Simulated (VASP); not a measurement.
Input of a VASP 6.6.1 run:

Contents of INCAR:

```
  PREC = Accurate
  ENCUT = 600
  EDIFF = 1E-6
  ISMEAR = -1
  SIGMA = 0.05
  LREAL = False
  LASPH = True
  NELM = 120
  ALGO = Normal
  ISIF = 2
  LWAVE = False
  LCHARG = False
  GGA = PE
  NBANDS = 15
  GGA_COMPAT = False
```

KPOINTS

```
regular mesh
0
Gamma
  8 8 8
```

The input POSCAR:

```
SrO
1.0
    0.0000000000      2.5613730000      2.5613730000
    2.5613730000      0.0000000000      2.5613730000
    2.5613730000      2.5613730000      0.0000000000
Sr O
1 1
Direct
    0.0000000000      0.0000000000      0.0000000000
    0.5000000000      0.5000000000      0.5000000000
```

Potentials or basis: VASP PAW PBE potentials, release 64 (Sr_sv, O).

Run with:

```sh
$ cat potpaw_PBE.64/Sr_sv/POTCAR potpaw_PBE.64/O/POTCAR > POTCAR
$ mpirun -np 1 vasp_std > vasp.out
```

(1) What does it give for the pressure?

(2) Predict the band gap on the k mesh.

## Answers

(1) 4.4 GPa.

(2) 3.26 eV (least direct gap 3.34 eV).

Caveat: the cell stands under pressure.
